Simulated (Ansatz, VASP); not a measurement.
# PbO3 in VASP and in Ansatz

INCAR

```
SYSTEM = PbO3
ALGO = Normal
EDIFF = 1E-7
ENCUT = 520
GGA = PE
ISIF = 2
ISMEAR = 0
LASPH = .True.
LCHARG = .False.
LREAL = .False.
LWAVE = .False.
NBANDS = 24
NELM = 80
PREC = Accurate
SIGMA = 0.1
```

The input KPOINTS:

```
k-points
0
Gamma
  6 6 6
  0 0 0
```

File POSCAR:

```
PbO3
1.0
    3.7391178516      0.0000000000      0.0000000000
    0.0000000000      3.7391178516      0.0000000000
    0.0000000000      0.0000000000      3.7391178516
Pb O
1 3
Direct
    0.0000000000      0.0000000000      0.0000000000
    0.0000000000      0.5000000000      0.5000000000
    0.5000000000      0.0000000000      0.5000000000
    0.5000000000      0.5000000000      0.0000000000
```

Input for Ansatz:

```yaml
crystal:
  lattice:
    - [3.7391178516, 0.0, 0.0]
    - [0.0, 3.7391178516, 0.0]
    - [0.0, 0.0, 3.7391178516]
  atoms:
    - { symbol: Pb, position: [0.0, 0.0, 0.0] }
    - { symbol: O, position: [0.0, 0.5, 0.5] }
    - { symbol: O, position: [0.5, 0.0, 0.5] }
    - { symbol: O, position: [0.5, 0.5, 0.0] }
basis:
  ecutwfc: 420
kpoints:
  mp_grid: { grid: [6, 6, 6] }
hamiltonian:
  xc: pbe
scf:
  occupations: { method: gaussian, width: 0.1 }
  lower_state_search: "off"
output:
  forces: true
  stress: true
  eigenvalues: true
```

Alike in both runs: task single point; functional PBE; k mesh 6 × 6 × 6; occupations gaussian, width 0.1 eV; no spin polarisation.

|  | VASP | Ansatz |
| --- | --- | --- |
| version | VASP 6.6.1 | Ansatz 0.2.0 |
| potentials or method | VASP PAW PBE potentials, release 64 (Pb_d, O), cutoff 520 eV | scalar-relativistic, plane waves, PAW |
| valence electrons in the cell | 32 | 32 |

Ansatz gave:

* gap on the k mesh at the Fermi level (eV): none
* pressure (GPa): -10.3

Question: Which values does VASP return?

Answer: gap on the k mesh at the Fermi level (eV): none; pressure (GPa): -10.4.

A gap of «none» marks a metal or a gap that the smearing closes.

Spin-orbit coupling is off throughout.
